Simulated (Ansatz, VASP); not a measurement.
**Ga3I2 in VASP and in Ansatz**

```xyz
5
Lattice="5.4097 0.0000 0.0000 -2.7049 4.6850 0.0000 0.0000 0.0000 8.9870" Properties=species:S:1:pos:R:3 pbc="T T T"
Ga    2.7049   -0.0060    4.4935
Ga   -1.3473    2.3455    4.4935
Ga    1.3473    2.3455    4.4935
I     2.7049    1.5617    1.8161
I     2.7049    1.5617    7.1709
```

Alike in both runs: functional PBE; k mesh 6 × 6 × 4; occupations gaussian, width 0.1 eV; no spin polarisation.

Ansatz relaxed the structure, and its values are those at the end. VASP's run is a single point on that final structure, the one shown.

|  | VASP | Ansatz |
| --- | --- | --- |
| version | VASP 6.6.1 | Ansatz 0.2.0 |
| potentials or method | VASP PAW PBE potentials, release 64 (Ga_d, I), cutoff 520 eV | scalar-relativistic, plane waves, PAW |
| valence electrons in the cell | 53 | 73 |

|  | VASP | Ansatz | Ansatz less VASP |
| --- | --- | --- | --- |
| gap on the k mesh at the Fermi level (eV) | none | none | - |
| pressure (GPa) | 0.1 | 0.0 | -0.03 |
| rms of the force components (eV/Å) | 0.013 | 0.011 | -0.0018 |

A gap of «none» marks a metal or a gap that the smearing closes. VASP's potentials hold 53 valence electrons a cell and Ansatz's 73, so a difference there can come from the potentials and not from the codes.

Neither program's run includes spin-orbit coupling.
